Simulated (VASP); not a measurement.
# MgO (zincblende type) (F-43m) in VASP: relaxation of cell and atoms with PBEsol

Aim: the relaxation of cell and atoms of MgO (zincblende type) with PBEsol.

Program: VASP 6.6.1. These are calculated values, not measurements. Logs are shortened: lines on timing, memory, paths and dates and some standing lists are left out, and cuts for length are marked.

## 1. The cell of the first run

It takes space group F-43m (No. 216, cubic). The conventional cell has a = 4.494 Å, b = 4.494 Å, c = 4.494 Å, α = 90.00°, β = 90.00°, γ = 90.00°. Mg (site symmetry -43m) has 4 O at 1.95 Å within 2.6 Å. Within 2.6 Å of O (site symmetry -43m) lie 4 Mg at 1.95 Å.

## 2. Relaxation of cell and atoms, PBEsol

File INCAR:

```
SYSTEM = MgO
ALGO     = Normal         ! electronic algorithm
EDIFF    = 1E-6           ! SCF threshold, eV
EDIFFG   = -0.005         ! ionic threshold
ENCUT    = 600            ! plane-wave cutoff, eV
GGA      = PS             ! functional
IBRION   = 2              ! ionic algorithm
ISIF     = 3              ! what is computed and relaxed
ISMEAR   = -1             ! smearing method
LASPH    = .TRUE.         ! aspherical terms in the spheres
LCHARG   = .FALSE.        ! write CHGCAR
LREAL    = .FALSE.        ! projectors in reciprocal space
LWAVE    = .FALSE.        ! write WAVECAR
NELM     = 80             ! most SCF steps
NSW      = 60             ! ionic steps
PREC     = Accurate       ! precision mode
SIGMA    = 0.05           ! smearing width, eV
```

File KPOINTS:

```
k-points
0
G
  16 16 16
  0 0 0
```

File POSCAR:

```
MgO
1.0
    0.0000000000      2.2468001554      2.2468001554
    2.2468001554      0.0000000000      2.2468001554
    2.2468001554      2.2468001554      0.0000000000
Mg O
1 1
Direct
    0.0000000000      0.0000000000      0.0000000000
    0.2500000000      0.2500000000      0.2500000000
```

Potentials or basis: VASP PAW PBE potentials, release 64 (Mg, O).

Started as:

```sh
cat potpaw_PBE.64/Mg/POTCAR potpaw_PBE.64/O/POTCAR > POTCAR
mpirun -np 1 vasp_std > vasp.out
```

OUTCAR:

```text
SYSTEM = MgO
   EDIFF = 1E-6
   EDIFFG = -0.005
   ENCUT = 600
   GGA = PS
   IBRION = 2
   ISIF = 3
   ISMEAR = -1
   LASPH = .TRUE.
   LREAL = .FALSE.
   NELM = 80
   NSW = 60
   PREC = Accurate

 ion  position               nearest neighbor table
   1  0.000  0.000  0.000-   2 1.95   2 1.95   2 1.95   2 1.95
   2  0.250  0.250  0.250-   1 1.95   1 1.95   1 1.95   1 1.95

  LATTYP: Found a face centered cubic cell.
 ALAT       =     4.4936003108

  Lattice vectors:

 A1 = (   0.0000000000,   2.2468001554,   2.2468001554)
 A2 = (   2.2468001554,   0.0000000000,   2.2468001554)
 A3 = (   2.2468001554,   2.2468001554,   0.0000000000)

Analysis of symmetry for initial positions (statically):
=====================================================================
 Subroutine PRICEL returns:
 Original cell was already a primitive cell.

 Routine SETGRP: Setting up the symmetry group for a
 face centered cubic supercell.

 Subroutine GETGRP returns: Found 24 space group operations
 (whereof 24 operations were pure point group operations)
 out of a pool of 48 trial point group operations.

The static configuration has the point symmetry T_d .

Analysis of symmetry for dynamics (positions and initial velocities):
=====================================================================
 Subroutine PRICEL returns:
 Original cell was already a primitive cell.

 Routine SETGRP: Setting up the symmetry group for a
 face centered cubic supercell.

 Subroutine GETGRP returns: Found 24 space group operations
 (whereof 24 operations were pure point group operations)
 out of a pool of 48 trial point group operations.

The dynamic configuration has the point symmetry T_d .

 Subroutine INISYM returns: Found 24 space group operations
 (whereof 24 operations are pure point group operations),
 and found     1 'primitive' translations

----------------------------------------------------------------------------------------

                                     Primitive cell

  volume of cell :      22.6842

  direct lattice vectors                    reciprocal lattice vectors
     0.000000000  2.246800155  2.246800155    -0.222538706  0.222538706  0.222538706
     2.246800155  0.000000000  2.246800155     0.222538706 -0.222538706  0.222538706
     2.246800155  2.246800155  0.000000000     0.222538706  0.222538706 -0.222538706

  length of vectors
     3.177455252  3.177455252  3.177455252     0.385448346  0.385448346  0.385448346

  position of ions in fractional coordinates (direct lattice)
     0.000000000  0.000000000  0.000000000
     0.250000000  0.250000000  0.250000000

  ion indices of the primitive-cell ions
   primitive index   ion index
                 1           1
                 2           2

----------------------------------------------------------------------------------------

 KPOINTS: k-points

Automatic generation of k-mesh.
 Grid dimensions read from file:
 generate k-points for:   16   16   16

 Generating k-lattice:

  Cartesian coordinates                     Fractional coordinates (reciprocal lattice)
    -0.013908669  0.013908669  0.013908669     0.062500000  0.000000000  0.000000000
     0.013908669 -0.013908669  0.013908669     0.000000000  0.062500000  0.000000000
     0.013908669  0.013908669 -0.013908669     0.000000000  0.000000000  0.062500000

  Length of vectors
     0.024090522  0.024090522  0.024090522

  Shift w.r.t. Gamma in fractional coordinates (k-lattice)
     0.000000000  0.000000000  0.000000000

 Subroutine IBZKPT returns following result:
 ===========================================

 Found    145 irreducible k-points:

 Following reciprocal coordinates:
            Coordinates               Weight
  0.000000  0.000000  0.000000      1.000000
  0.062500  0.000000  0.000000      8.000000
  0.125000  0.000000  0.000000      8.000000
  0.187500  0.000000  0.000000      8.000000
  0.250000  0.000000  0.000000      8.000000
  0.312500  0.000000  0.000000      8.000000
[... 16 lines left out ...]
 -0.125000  0.062500  0.000000     24.000000
 -0.062500  0.062500  0.000000     12.000000
 [... further k-points ...]
   k-points           NKPTS =    145   k-points in BZ     NKDIM =    145   number of bands    NBANDS=      8
   number of dos      NEDOS =    301   number of ions     NIONS =      2
   total plane-waves  NPLWV =  21952
   dimension x,y,z NGX =    28 NGY =   28 NGZ =   28
   dimension x,y,z NGXF=    56 NGYF=   56 NGZF=   56
   ions per type =               1   1
   NGX,Y,Z   is equivalent  to a cutoff of  14.65, 14.65, 14.65 a.u.
   NGXF,Y,Z  is equivalent  to a cutoff of  29.30, 29.30, 29.30 a.u.
 SYSTEM =  MgO
   PREC   = accura    normal or accurate (medium, high low for compatibility)
   ISTART =      0    job   : 0-new  1-cont  2-samecut
   ICHARG =      2    charge: 1-file 2-atom 10-const
   ISPIN  =      1    spin polarized calculation?
   LNONCOLLINEAR =      F non collinear calculations
   LSORBIT =      F    spin-orbit coupling
   LASPH  =      T    aspherical Exc in radial PAW
   ENCUT  =  600.0 eV  44.10 Ry    6.64 a.u.   6.35  6.35  6.35*2*pi/ulx,y,z
   NELM   =     80;   NELMIN=  2; NELMDL= -5     # of ELM steps
   EDIFF  = 0.1E-05   stopping-criterion for ELM
   LREAL  =      F    real-space projection
   EDIFFG = -.5E-02   stopping-criterion for IOM
   NSW    =     60    number of steps for IOM
   IBRION =      2    ionic relax: 0-MD 1-quasi-New 2-CG
   NFREE  =      1    steps in history (QN), initial steepest desc. (CG)
   ISIF   =      3    stress and relaxation
   ISYM   =      2    0-nonsym 1-usesym 2-fastsym
   POTIM  = 0.5000    time-step for ionic-motion
   TEBEG  =    0.0;   TEEND  =   0.0 temperature during run
   PSTRESS=    0.0 pullay stress
   NELECT =       8.0000    total number of electrons
   NUPDOWN=      -1.0000    fix difference up-down
   EMIN   =  10.00;   EMAX   =-10.00  energy-range for DOS
   EFERMI =   0.00;   METHOD = LEGACY
   ISMEAR =    -1;   SIGMA  =   0.05  broadening in eV -4-tet -1-fermi 0-gaus
   EFERMI_NEDOS =   21; number of points for ismear=-14 and -15
   IALGO  =     38    algorithm
   IMIX   =      4    mixing-type and parameters
     AMIX     =   0.40;   BMIX     =  1.00
     AMIX_MAG =   1.60;   BMIX_MAG =  1.00
  volume/ion in A,a.u.               =      11.34        76.54
  Fermi-wavevector in a.u.,A,eV,Ry     =   1.156637  2.185727 18.201996  1.337809
  Thomas-Fermi vector in A             =   2.293255
   LORBIT       =      0    0 simple, 1 ext, 2 COOP (PROOUT), +10 PAW based schemes
   GGA     = PS    functional components
   LHFCALC =     F    Hartree Fock is set to
   AEXX    =    0.0000 exact exchange contribution
   IVDW    =     0    specifies the selected vdW correction
   LEPSILON=     F    determine dielectric tensor
   LRPA    =     F    only Hartree local field effects (RPA)
 conjugate gradient relaxation of ions
 non-spin polarized calculation
  energy-cutoff  :      600.00
  volume of cell :       22.68
 maximum number of plane-waves:       775
 NGX is ok and might be reduce to    28
   NGX = 13   NGY = 13   NGZ = 13

--------------------------------------- Ionic step        1  -------------------------------------------

 number of electron       7.9999999 magnetization

 Free energy of the ion-electron system (eV)
  ---------------------------------------------------
  ext. energy  EPLUGINS =         0.00000000
  ---------------------------------------------------
  free energy    TOTEN  =       -12.18136342 eV

  energy without entropy =      -12.18136342  energy(sigma->0) =      -12.18136342

 E-fermi :   1.9812     XC(G=0): -10.1615

 val. band max:        0.9059397075   @ k =  -0.0625   0.0625   0.0000
 cond. band min:       4.7020221780   @ k =   0.0000   0.0000   0.0000
 fundamental gap:      3.7960824705
 Fermi energy:         1.9812333633

 k-point     1 :       0.0000    0.0000    0.0000
  band No.  band energies     occupation
      1     -15.0565      2.00000
      2       0.9047      2.00000
      3       0.9047      2.00000
      4       0.9047      2.00000
      5       4.7020      0.00000
      6      18.1228      0.00000
      7      18.1228      0.00000
      8      18.1228      0.00000

 k-point     2 :       0.0625    0.0000    0.0000
  band No.  band energies     occupation
      1     -15.0300      2.00000
      2       0.6919      2.00000
      3       0.8973      2.00000
      4       0.8973      2.00000
      5       4.9446      0.00000
      6      17.7224      0.00000
      7      18.1299      0.00000
      8      18.1299      0.00000
[... 300 lines left out ...]
 POSITION                                       TOTAL-FORCE (eV/Angst)
 -----------------------------------------------------------------------------------
      4.59875      4.59875      4.59875        -0.000000     -0.000000     -0.000000
      1.14969      1.14969      1.14969         0.000000      0.000000      0.000000
 -----------------------------------------------------------------------------------
    total drift:                               -0.000000     -0.000000     -0.000000

  FREE ENERGIE OF THE ION-ELECTRON SYSTEM (eV)
  ---------------------------------------------------
  free  energy   TOTEN  =       -12.2024232936 eV

  energy  without entropy=      -12.2024232936  energy(sigma->0) =      -12.20242329

--------------------------------------- Ionic step        3  -------------------------------------------

 number of electron       8.0000002 magnetization

 Free energy of the ion-electron system (eV)
  ---------------------------------------------------
  ext. energy  EPLUGINS =         0.00000000
  ---------------------------------------------------
  free energy    TOTEN  =       -12.20552039 eV

  energy without entropy =      -12.20552039  energy(sigma->0) =      -12.20552039

 E-fermi :   1.7462     XC(G=0):  -9.9376

 val. band max:        0.6388755447   @ k =  -0.0625   0.0625   0.0000
 cond. band min:       4.1454931442   @ k =   0.0000   0.0000   0.0000
 fundamental gap:      3.5066175995
 Fermi energy:         1.7461700791

 k-point     1 :       0.0000    0.0000    0.0000
  band No.  band energies     occupation
      1     -15.1716      2.00000
      2       0.6385      2.00000
      3       0.6385      2.00000
      4       0.6385      2.00000
      5       4.1455      0.00000
      6      17.2988      0.00000
      7      17.2988      0.00000
      8      17.2988      0.00000

 k-point     2 :       0.0625    0.0000    0.0000
  band No.  band energies     occupation
      1     -15.1476      2.00000
      2       0.4294      2.00000
      3       0.6312      2.00000
      4       0.6312      2.00000
      5       4.3861      0.00000
      6      16.9119      0.00000
      7      17.3079      0.00000
      8      17.3079      0.00000
[... 264 lines left out ...]
 POSITION                                       TOTAL-FORCE (eV/Angst)
 -----------------------------------------------------------------------------------
      0.00000      0.00000      0.00000         0.000000      0.000000      0.000000
      1.14253      1.14253      1.14253        -0.000000     -0.000000     -0.000000
 -----------------------------------------------------------------------------------
    total drift:                               -0.000000     -0.000000     -0.000000

  FREE ENERGIE OF THE ION-ELECTRON SYSTEM (eV)
  ---------------------------------------------------
  free  energy   TOTEN  =       -12.2055203875 eV

  energy  without entropy=      -12.2055203875  energy(sigma->0) =      -12.20552039

 reached required accuracy - stopping structural energy minimisation
```

Wall time 100 s (1 thread of Intel Xeon 8259CL, shared host); peak memory 0.2 GiB.

Results:

```yaml
Free_energy: -12.2055 eV
Relaxed_volume: 11.93 Å³/atom
Relaxed_cell: a = 3.232 Å, b = 3.232 Å, c = 3.232 Å, α = 60.00°, β = 60.00°, γ = 60.00°
Space_group_after_relaxing_to_0.1_Å: F-43m (No. 216)
Energy_gained_by_relaxing: 12.1 meV/atom
Ionic_steps: 3
Pressure_after_relaxing: 0.0 GPa
Band_gap_on_the_k_mesh: 3.51 eV
```

The path:
| step | energy change (eV) | largest force (eV/Å) | pressure (GPa) | volume (Å³) |
| --- | --- | --- | --- | --- |
| 1 | 0.0000 | 0.0000 | 6.85 | 22.68 |
| 2 | -0.0211 | 0.0000 | -2.17 | 24.31 |
| 3 | -0.0242 | 0.0000 | 0.01 | 23.86 |

Final structure:
```yaml
crystal:
  lattice:
    - [0.00000, 2.28507, 2.28507]
    - [2.28507, 0.00000, 2.28507]
    - [2.28507, 2.28507, 0.00000]
  atoms:
    - { symbol: Mg, position: [0.00000, 0.00000, 0.00000] }
    - { symbol: O, position: [0.25000, 0.25000, 0.25000] }
```

Levels at points of the mesh, in eV from the valence-band top:
| k point | band 1 | band 2 | band 3 | band 4 | band 5 | band 6 | band 7 | band 8 |
| --- | --- | --- | --- | --- | --- | --- | --- | --- |
| (0.00, 0.00, 0.00) | -15.81 | 0.00 | 0.00 | 0.00 | 3.51 | 16.66 | 16.66 | 16.66 |
| (0.50, 0.00, 0.00) | -15.13 | -3.08 | -0.19 | -0.19 | 8.63 | 9.55 | 14.47 | 14.47 |
| (0.50, 0.50, 0.00) | -14.93 | -2.54 | -0.75 | -0.75 | 6.09 | 11.36 | 14.01 | 16.51 |

Caveat: the PAW data sets were made with another functional, which shifts forces and pressure a little. A k mesh can miss the band edges.
